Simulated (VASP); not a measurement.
# Be (P6_3/mmc) in VASP: a series of runs

The runs below take Be through relaxation of cell and atoms, with PBEsol.

Everything below comes from runs of VASP 6.6.1. Logs are shortened: lines on timing, memory, paths and dates and some standing lists are left out, and cuts for length are marked.

## Step 1: The cell of the first run

Symmetry: P6_3/mmc, No. 194, hexagonal system. Conventional cell: a = 2.285 Å, b = 2.285 Å, c = 3.584 Å, α = 90.00°, β = 90.00°, γ = 120.00°. Be (site symmetry -6m2) has 12 Be at 2.23 to 2.29 Å within 2.9 Å.

## Step 2: Relaxation of cell and atoms, PBEsol, target pressure 94.7 GPa, at which the enthalpy is minimised

Contents of INCAR:

```
PREC = Accurate ; ENCUT = 600
EDIFF = 1E-6 ; ISMEAR = 0
SIGMA = 0.1 ; LREAL = False
LASPH = True ; NELM = 100
ALGO = Normal ; ISIF = 3
LWAVE = False ; LCHARG = False
GGA = PS ; IBRION = 2
NSW = 80 ; EDIFFG = -0.05
PSTRESS = 947.0
```

Contents of KPOINTS:

```
regular mesh
0
Gamma
  9 9 6
```

Contents of POSCAR:

```
Be
1.0
    2.2853000000      0.0000000000      0.0000000000
   -1.1426500000      1.9791278553      0.0000000000
    0.0000000000      0.0000000000      3.5842000000
Be
2
Direct
    0.3333333333      0.6666666667      0.2500000000
    0.6666666667      0.3333333333      0.7500000000
```

Potentials or basis: VASP PAW PBE potentials, release 64 (Be).

Launch:

```console
> cat potpaw_PBE.64/Be/POTCAR > POTCAR
> mpirun -np 1 vasp_std > vasp.out
```

OUTCAR:

```text
PREC = Accurate
   ENCUT = 600
   EDIFF = 1E-6
   ISMEAR = 0
   LREAL = False
   LASPH = True
   NELM = 100
   ISIF = 3
   GGA = PS
   IBRION = 2
   NSW = 80
   EDIFFG = -0.05
   PSTRESS = 947.0

 ion  position               nearest neighbor table
   1  0.333  0.667  0.250-   2 2.23   2 2.23   2 2.23   2 2.23   2 2.23   2 2.23
   2  0.667  0.333  0.750-   1 2.23   1 2.23   1 2.23   1 2.23   1 2.23   1 2.23

  LATTYP: Found a hexagonal cell.
 ALAT       =     2.2853000000
 C/A-ratio  =     1.5683717674

  Lattice vectors:

 A1 = (   2.2853000000,   0.0000000000,   0.0000000000)
 A2 = (  -1.1426500000,   1.9791278553,   0.0000000000)
 A3 = (   0.0000000000,   0.0000000000,   3.5842000000)

Analysis of symmetry for initial positions (statically):
=====================================================================
 Subroutine PRICEL returns:
 Original cell was already a primitive cell.

 Routine SETGRP: Setting up the symmetry group for a
 hexagonal supercell.

 Subroutine GETGRP returns: Found 24 space group operations
 (whereof 12 operations were pure point group operations)
 out of a pool of 24 trial point group operations.

The static configuration has the point symmetry D_3d.
 The point group associated with its full space group is D_6h.

Analysis of symmetry for dynamics (positions and initial velocities):
=====================================================================
 Subroutine PRICEL returns:
 Original cell was already a primitive cell.

 Routine SETGRP: Setting up the symmetry group for a
 hexagonal supercell.

 Subroutine GETGRP returns: Found 24 space group operations
 (whereof 12 operations were pure point group operations)
 out of a pool of 24 trial point group operations.

The dynamic configuration has the point symmetry D_3d.
 The point group associated with its full space group is D_6h.

 Subroutine INISYM returns: Found 24 space group operations
 (whereof 12 operations are pure point group operations),
 and found     1 'primitive' translations

----------------------------------------------------------------------------------------

                                     Primitive cell

  volume of cell :      16.2110

  direct lattice vectors                    reciprocal lattice vectors
     2.285300000  0.000000000  0.000000000     0.437579311  0.252636533  0.000000000
    -1.142650000  1.979127855  0.000000000     0.000000000  0.505273066  0.000000000
     0.000000000  0.000000000  3.584200000     0.000000000  0.000000000  0.279002288

  length of vectors
     2.285300000  2.285300000  3.584200000     0.505273066  0.505273066  0.279002288

  position of ions in fractional coordinates (direct lattice)
     0.333333333  0.666666667  0.250000000
     0.666666667  0.333333333  0.750000000

  ion indices of the primitive-cell ions
   primitive index   ion index
                 1           1
                 2           2

----------------------------------------------------------------------------------------

 KPOINTS: regular mesh

Automatic generation of k-mesh.
 Grid dimensions read from file:
 generate k-points for:    9    9    6

 Generating k-lattice:

  Cartesian coordinates                     Fractional coordinates (reciprocal lattice)
     0.048619923  0.028070726  0.000000000     0.111111111 -0.000000000  0.000000000
     0.000000000  0.056141452  0.000000000     0.000000000  0.111111111  0.000000000
     0.000000000  0.000000000  0.046500381     0.000000000  0.000000000  0.166666667

  Length of vectors
     0.056141452  0.056141452  0.046500381

  Shift w.r.t. Gamma in fractional coordinates (k-lattice)
     0.000000000  0.000000000  0.000000000

 Subroutine IBZKPT returns following result:
 ===========================================

 Found     48 irreducible k-points:

 Following reciprocal coordinates:
            Coordinates               Weight
  0.000000  0.000000  0.000000      1.000000
  0.111111  0.000000  0.000000      6.000000
  0.222222  0.000000  0.000000      6.000000
  0.333333  0.000000  0.000000      6.000000
  0.444444  0.000000  0.000000      6.000000
  0.111111  0.111111  0.000000      6.000000
[... 16 lines left out ...]
  0.333333  0.222222  0.166667     24.000000
  0.333333  0.333333  0.166667      4.000000
 [... further k-points ...]
   k-points           NKPTS =     48   k-points in BZ     NKDIM =     48   number of bands    NBANDS=      6
   number of dos      NEDOS =    301   number of ions     NIONS =      2
   total plane-waves  NPLWV =   9720
   dimension x,y,z NGX =    18 NGY =   18 NGZ =   30
   dimension x,y,z NGXF=    36 NGYF=   36 NGZF=   60
   ions per type =               2
   NGX,Y,Z   is equivalent  to a cutoff of  13.09, 13.09, 13.91 a.u.
   NGXF,Y,Z  is equivalent  to a cutoff of  26.19, 26.19, 27.83 a.u.
 SYSTEM =  unknown system
   PREC   = accura    normal or accurate (medium, high low for compatibility)
   ISTART =      0    job   : 0-new  1-cont  2-samecut
   ICHARG =      2    charge: 1-file 2-atom 10-const
   ISPIN  =      1    spin polarized calculation?
   LNONCOLLINEAR =      F non collinear calculations
   LSORBIT =      F    spin-orbit coupling
   LASPH  =      T    aspherical Exc in radial PAW
   ENCUT  =  600.0 eV  44.10 Ry    6.64 a.u.   4.56  4.56  7.16*2*pi/ulx,y,z
   NELM   =    100;   NELMIN=  2; NELMDL= -5     # of ELM steps
   EDIFF  = 0.1E-05   stopping-criterion for ELM
   LREAL  =      F    real-space projection
   EDIFFG = -.5E-01   stopping-criterion for IOM
   NSW    =     80    number of steps for IOM
   IBRION =      2    ionic relax: 0-MD 1-quasi-New 2-CG
   NFREE  =      1    steps in history (QN), initial steepest desc. (CG)
   ISIF   =      3    stress and relaxation
   ISYM   =      2    0-nonsym 1-usesym 2-fastsym
   POTIM  = 0.5000    time-step for ionic-motion
   TEBEG  =    0.0;   TEEND  =   0.0 temperature during run
   PSTRESS=  947.0 pullay stress
   NELECT =       4.0000    total number of electrons
   NUPDOWN=      -1.0000    fix difference up-down
   EMIN   =  10.00;   EMAX   =-10.00  energy-range for DOS
   EFERMI =   0.00;   METHOD = LEGACY
   ISMEAR =     0;   SIGMA  =   0.10  broadening in eV -4-tet -1-fermi 0-gaus
   EFERMI_NEDOS =   21; number of points for ismear=-14 and -15
   IALGO  =     38    algorithm
   IMIX   =      4    mixing-type and parameters
     AMIX     =   0.40;   BMIX     =  1.00
     AMIX_MAG =   1.60;   BMIX_MAG =  1.00
  volume/ion in A,a.u.               =       8.11        54.70
  Fermi-wavevector in a.u.,A,eV,Ry     =   1.026814  1.940397 14.345258  1.054347
  Thomas-Fermi vector in A             =   2.160726
   LORBIT       =      0    0 simple, 1 ext, 2 COOP (PROOUT), +10 PAW based schemes
   GGA     = PS    functional components
   LHFCALC =     F    Hartree Fock is set to
   AEXX    =    0.0000 exact exchange contribution
   IVDW    =     0    specifies the selected vdW correction
   LEPSILON=     F    determine dielectric tensor
   LRPA    =     F    only Hartree local field effects (RPA)
 conjugate gradient relaxation of ions
 non-spin polarized calculation
 Gauss-broadening in eV      SIGMA  =   0.10
  energy-cutoff  :      600.00
  volume of cell :       16.21
 maximum number of plane-waves:       554
   NGX =  9   NGY =  9   NGZ = 15

--------------------------------------- Ionic step        1  -------------------------------------------

 number of electron       4.0000000 magnetization

 Free energy of the ion-electron system (eV)
  ---------------------------------------------------
  ext. energy  EPLUGINS =         0.00000000
  ---------------------------------------------------
  free energy    TOTEN  =        -8.00748466 eV

  energy without entropy =       -8.00675374  energy(sigma->0) =       -8.00711920

------------------------ aborting loop because EDIFF is reached ----------------------------------------

  FORCE on cell =-STRESS in cart. coord.  units (eV):
  Direction    XX          YY          ZZ          XY          YZ          ZX
  --------------------------------------------------------------------------------------
  -------------------------------------------------------------------------------------
  Total       -0.2930198     -0.2930198     -0.5151671      0.0000000     -0.0000000      0.0000000
  in kB      -28.9599743    -28.9599743    -50.9154275      0.0000000     -0.0000000      0.0000000
  external PRESSURE =    -983.2784587 kB  Pullay stress =     947.0000000 kB
[... 63 lines left out ...]
--------------------------------------- Ionic step        3  -------------------------------------------

 number of electron       4.0000000 magnetization

 E-fermi :   9.9366     XC(G=0): -11.9025

 val. band max:        9.9261987861   @ k =   0.3333   0.0000   0.0000
 cond. band min:      10.5999669265   @ k =   0.3333   0.3333   0.5000
 fundamental gap:      0.6737681405
 Fermi energy:         9.9365750606

 k-point     1 :       0.0000    0.0000    0.0000
  band No.  band energies     occupation
      1      -2.9088      2.00000
      2       4.5880      2.00000
      3      13.3360      0.00000
      4      31.6099      0.00000
      5      31.6099      0.00000
      6      35.3143      0.00000
[... 199 lines left out ...]
 k-point    24 :       0.3333    0.3333    0.1667
  band No.  band energies     occupation
      1       7.3003      2.00000
      2       9.2620      2.00000
      3       9.2620      2.00000
      4      16.8551      0.00000
      5      19.4502      0.00000
      6      19.4502      0.00000

 [... further k-points ...]
[... 5 lines left out ...]
  --------------------------------------------------------------------------------------
  -------------------------------------------------------------------------------------
  Total        5.4269326      5.4269326      6.1865176     -0.0000000     -0.0000000      0.0000000
  in kB      798.6075581    798.6075582    910.3853129     -0.0000000     -0.0000000      0.0000000
  external PRESSURE =    -111.1331903 kB  Pullay stress =     947.0000000 kB
[... 177 lines left out ...]
--------------------------------------- Ionic step        8  -------------------------------------------

 number of electron       4.0000000 magnetization

 Free energy of the ion-electron system (eV)
  ---------------------------------------------------
  ext. energy  EPLUGINS =         0.00000000
  ---------------------------------------------------
  free energy    TOTEN  =        -6.88726839 eV

  energy without entropy =       -6.88596665  energy(sigma->0) =       -6.88661752

 E-fermi :  10.2080     XC(G=0): -12.0056

 val. band max:       10.1768150988   @ k =   0.3333   0.1111   0.0000
 cond. band min:      10.9160816739   @ k =   0.3333   0.3333   0.5000
 fundamental gap:      0.7392665751
 Fermi energy:        10.2080493970

 k-point     1 :       0.0000    0.0000    0.0000
  band No.  band energies     occupation
      1      -2.7630      2.00000
      2       4.5217      2.00000
      3      13.4435      0.00000
      4      32.8567      0.00000
      5      32.8567      0.00000
      6      36.5213      0.00000
[... 199 lines left out ...]
 k-point    24 :       0.3333    0.3333    0.1667
  band No.  band energies     occupation
      1       7.6403      2.00000
      2       9.6591      2.00000
      3       9.6591      2.00000
      4      17.1026      0.00000
      5      19.9639      0.00000
      6      19.9639      0.00000

 [... further k-points ...]
[... 5 lines left out ...]
  --------------------------------------------------------------------------------------
  -------------------------------------------------------------------------------------
  Total        6.1937704      6.1937704      6.1884403      0.0000000      0.0000000      0.0000000
  in kB      937.2026073    937.2026073    936.3960953      0.0000000      0.0000000      0.0000000
  external PRESSURE =     -10.0662300 kB  Pullay stress =     947.0000000 kB
[... 21 lines left out ...]
  energy  without entropy=       -6.8859666495  energy(sigma->0) =       -6.88661752

  enthalpy is  TOTEN    =        -0.6287491320 eV   P V=        6.2585192563

 reached required accuracy - stopping structural energy minimisation
```

Run time: 43 s. Hardware: 1 thread of AMD EPYC, shared host; peak memory 0.1 GiB.

Results:

- Free energy: -6.8873 eV
- Relaxed volume: 5.29 Å³/atom
- Relaxed cell: a = 1.973 Å, b = 1.973 Å, c = 3.141 Å, α = 90.00°, β = 90.00°, γ = 120.00°
- Space group after relaxing (to 0.1 Å): P6_3/mmc (No. 194)
- Energy change on relaxing (the run minimises the enthalpy): +560.1 meV/atom
- Ionic steps: 8
- Pressure after relaxing: 93.7 GPa
- Band gap on the k mesh: zero (bands 2 and 3 overlap by 2.51 eV)

Stress tensor (GPa, compression positive):
```
93.72  0.00  0.00
 0.00 93.72  0.00
 0.00  0.00 93.64
```

The path:
```csv
step,energy change (eV),largest force (eV/Å),pressure (GPa),volume (Å³)
1,0.0000,0.0000,-3.63,16.21
2,5.4319,0.0000,364.35,7.12
3,0.9598,0.0000,83.59,10.89
4,1.0985,0.0000,92.44,10.64
5,1.1550,0.0000,96.01,10.54
6,1.1593,0.0000,96.15,10.52
7,1.1588,0.0000,96.14,10.52
8,1.1202,0.0000,93.69,10.59
```

Final structure:
```xyz
2
Lattice="1.9731 0.0000 0.0000 -0.9865 1.7087 0.0000 0.0000 0.0000 3.1406" Properties=species:S:1:pos:R:3 pbc="T T T"
Be    0.0000    1.1392    0.7851
Be    0.9865    0.5696    2.3554
```

Levels at points of the mesh, in eV from the Fermi level:
| k point | band 1 | band 2 | band 3 | band 4 | band 5 | band 6 |
| --- | --- | --- | --- | --- | --- | --- |
| (0.00, 0.00, 0.00) | -12.97 | -5.69 | 3.24 | 22.65 | 22.65 | 26.31 |
| (0.00, 0.00, 0.50) | -10.60 | -10.60 | 14.72 | 14.72 | 24.90 | 24.90 |

Caveat: the cell is relaxed towards a set pressure, so the run minimises the enthalpy, not the energy; the volume moved by over 15 % at a fixed basis, so the end points are rough; the PAW data sets were made with another functional, which shifts forces and pressure a little.

## Step 3: Relaxation of cell and atoms, PBEsol, target pressure 47.9 GPa, at which the enthalpy is minimised

Contents of INCAR:

```
PREC     = Accurate       # precision mode
ENCUT    = 600            # plane-wave cutoff, eV
EDIFF    = 1E-7           # SCF threshold, eV
ISMEAR   = 0              # smearing method
SIGMA    = 0.1            # smearing width, eV
LREAL    = F              # projectors in reciprocal space
LASPH    = T              # aspherical terms in the spheres
NELM     = 60             # most SCF steps
ALGO     = Normal         # electronic algorithm
ISIF     = 3              # what is computed and relaxed
LWAVE    = F              # write WAVECAR
LCHARG   = F              # write CHGCAR
GGA      = PS             # functional
IBRION   = 2              # ionic algorithm
NSW      = 80             # ionic steps
EDIFFG   = -0.05          # ionic threshold
PSTRESS  = 479.0
```

KPOINTS is that of step 2.

POSCAR is that of step 2.

Potentials or basis: VASP PAW PBE potentials, release 64 (Be).

Launch:

```console
> cat potpaw_PBE.64/Be/POTCAR > POTCAR
> mpirun -np 1 vasp_std > vasp.out
```

Wall time 39 s (1 thread of AMD EPYC, shared host); peak memory 0.1 GiB.

It converged, with:

```
Free energy                                                : -7.5641 eV
Relaxed volume                                             : 6.08 Å³/atom
Relaxed cell                                               : a = 2.070 Å, b = 2.070 Å, c = 3.275 Å, α = 90.00°, β = 90.00°, γ = 120.00°
Space group after relaxing (to 0.1 Å)                      : P6_3/mmc (No. 194)
Energy change on relaxing (the run minimises the enthalpy) : +221.7 meV/atom
Ionic steps                                                : 7
Pressure after relaxing                                    : 48.6 GPa
Band gap on the k mesh                                     : zero (bands 2 and 3 overlap by 2.41 eV)
```

Stress tensor (GPa, compression positive):
```
48.54  0.00  0.00
 0.00 48.54  0.00
 0.00  0.00 48.63
```

The path:
| step | energy change (eV) | largest force (eV/Å) | pressure (GPa) | volume (Å³) |
| --- | --- | --- | --- | --- |
| 1 | 0.0000 | 0.0000 | -3.63 | 16.21 |
| 2 | 0.9910 | 0.0000 | 85.57 | 10.83 |
| 3 | 0.4324 | 0.0000 | 47.88 | 12.20 |
| 4 | 0.4110 | 0.0000 | 46.30 | 12.27 |
| 5 | 0.4134 | 0.0000 | 46.39 | 12.26 |
| 6 | 0.4142 | 0.0000 | 46.41 | 12.25 |
| 7 | 0.4434 | 0.0000 | 48.57 | 12.16 |

Final structure:
```
Be
1.0
     2.07021    0.00000    0.00000
    -1.03510    1.79285    0.00000
     0.00000    0.00000    3.27517
Be
2
Direct
  0.33333 0.66667 0.25000
  0.66667 0.33333 0.75000
```

Levels at points of the mesh, in eV from the Fermi level:
```csv
k point,band 1,band 2,band 3,band 4,band 5,band 6
"(0.00, 0.00, 0.00)",-12.28,-5.04,2.60,20.23,20.23,23.61
"(0.00, 0.00, 0.50)",-9.96,-9.96,13.45,13.45,22.27,22.27
```

Caveat: the cell is relaxed towards a set pressure, so the run minimises the enthalpy, not the energy; the volume moved by over 15 % at a fixed basis, so the end points are rough; the PAW data sets were made with another functional, which shifts forces and pressure a little.

## Step 4: Relaxation of cell and atoms, PBEsol, target pressure 21.2 GPa, at which the enthalpy is minimised

Contents of INCAR:

```
SYSTEM = Be
PREC = Accurate
ENCUT = 600
EDIFF = 1E-7
ISMEAR = 0
SIGMA = 0.1
LREAL = .False.
LASPH = .True.
NELM = 60
ALGO = Normal
ISIF = 3
LWAVE = .False.
LCHARG = .False.
GGA = PS
IBRION = 2
NSW = 80
EDIFFG = -0.05
PSTRESS = 212.0
```

Contents of KPOINTS:

```
regular mesh
0
Gamma
  9 9 6
  0 0 0
```

POSCAR is that of step 3.

Launch:

```console
> cat potpaw_PBE.64/Be/POTCAR > POTCAR
> mpirun -np 1 vasp_std > vasp.out
```

Run time: 30 s. Hardware: 1 thread of AMD EPYC, shared host; peak memory 0.09 GiB.

It converged, with:

```
Free energy                                                : -7.8978 eV
Relaxed volume                                             : 6.88 Å³/atom
Relaxed cell                                               : a = 2.162 Å, b = 2.162 Å, c = 3.396 Å, α = 90.00°, β = 90.00°, γ = 120.00°
Space group after relaxing (to 0.1 Å)                      : P6_3/mmc (No. 194)
Energy change on relaxing (the run minimises the enthalpy) : +54.8 meV/atom
Ionic steps                                                : 5
Pressure after relaxing                                    : 20.7 GPa
Band gap on the k mesh                                     : zero (bands 2 and 3 overlap by 2.34 eV)
```

Stress tensor (GPa, compression positive):
```
20.60  0.00  0.00
 0.00 20.60  0.00
 0.00  0.00 20.84
```

The path:
```tsv
step	energy change (eV)	largest force (eV/Å)	pressure (GPa)	volume (Å³)
1	0.0000	0.0000	-3.63	16.21
2	0.1553	0.0000	25.30	13.44
3	0.1148	0.0000	21.26	13.72
4	0.1087	0.0000	20.61	13.76
5	0.1096	0.0000	20.68	13.75
```

Final structure:
```yaml
crystal:
  lattice:
    - [2.16245, 0.00000, 0.00000]
    - [-1.08122, 1.87273, 0.00000]
    - [0.00000, 0.00000, 3.39586]
  atoms:
    - { symbol: Be, position: [0.33333, 0.66667, 0.25000] }
    - { symbol: Be, position: [0.66667, 0.33333, 0.75000] }
```

Levels at points of the mesh, in eV from the Fermi level:
| k point | band 1 | band 2 | band 3 | band 4 | band 5 | band 6 |
| --- | --- | --- | --- | --- | --- | --- |
| (0.00, 0.00, 0.00) | -11.69 | -4.54 | 2.11 | 18.18 | 18.18 | 21.33 |
| (0.00, 0.00, 0.50) | -9.42 | -9.42 | 12.43 | 12.43 | 20.06 | 20.06 |

Caveat: the cell is relaxed towards a set pressure, so the run minimises the enthalpy, not the energy; the volume moved by over 15 % at a fixed basis, so the end points are rough; the PAW data sets were made with another functional, which shifts forces and pressure a little.

[end of part 1 of 2]

The gap in the log of VASP goes by the Fermi energy; the results here count the filled bands.